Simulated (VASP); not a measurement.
Ag: single point with PBEsol

The system is Ag.

```
CELL_PARAMETERS angstrom
-1.68877 1.65565 1.65565
1.68877 -1.65565 1.65565
1.68877 1.65565 -1.65565
ATOMIC_POSITIONS crystal
Ag 0.00000 0.00000 0.00000
```

This cell differs from its parent crystal: strain +0.0200 x Voigt [1, 0, 0, 0, 0, 0].

```json
{"Program": "VASP 6.6.1", "Task": "single point", "Functional": "PBEsol", "Potentials or basis": "VASP PAW PBE potentials, release 64 (Ag)", "Cutoff": "520 eV", "k mesh": "20 × 20 × 20", "Occupations": "gaussian, width 0.15 eV", "Spin": "no spin polarisation", "Dipole correction": "no", "Further INCAR settings": "ALGO = Normal; EDIFF = 1e-07; NBANDS = 12"}
```

```
Pressure : -8.6 GPa
```

Stress tensor (GPa, compression positive):
```
-8.38  0.00  0.00
 0.00 -8.75  0.00
 0.00  0.00 -8.75
```

Levels at points of the mesh, in eV from the Fermi level:
| k point | band 2 | band 3 | band 4 | band 5 | band 6 | band 7 | band 8 | band 9 | band 10 | band 11 |
| --- | --- | --- | --- | --- | --- | --- | --- | --- | --- | --- |
| (0.00, 0.00, 0.00) | -4.62 | -4.62 | -4.54 | -3.46 | -3.38 | 17.42 | 17.73 | 17.73 | 22.37 | 22.87 |
| (0.50, 0.00, 0.00) | -5.34 | -3.41 | -3.29 | -2.53 | 0.14 | 3.80 | 12.78 | 13.42 | 18.75 | 19.69 |
| (0.00, 0.50, 0.00) | -5.25 | -3.51 | -3.32 | -2.55 | 0.03 | 3.62 | 13.10 | 13.85 | 19.08 | 20.15 |
| (0.50, 0.50, 0.50) | -5.83 | -2.77 | -2.75 | -2.75 | 6.25 | 6.80 | 6.80 | 11.57 | 12.71 | 12.98 |

Run time: 110 s on 1 thread of Intel(R) Xeon(R) Platinum 8375C CPU @ 2.90GHz (Ice Lake), with other jobs on the host, peak memory 0.25 GiB.

Caveat: the cell differs from its parent crystal (strain +0.0200 x Voigt [1, 0, 0, 0, 0, 0]); the PAW data sets were made with another functional, which shifts forces and pressure a little.
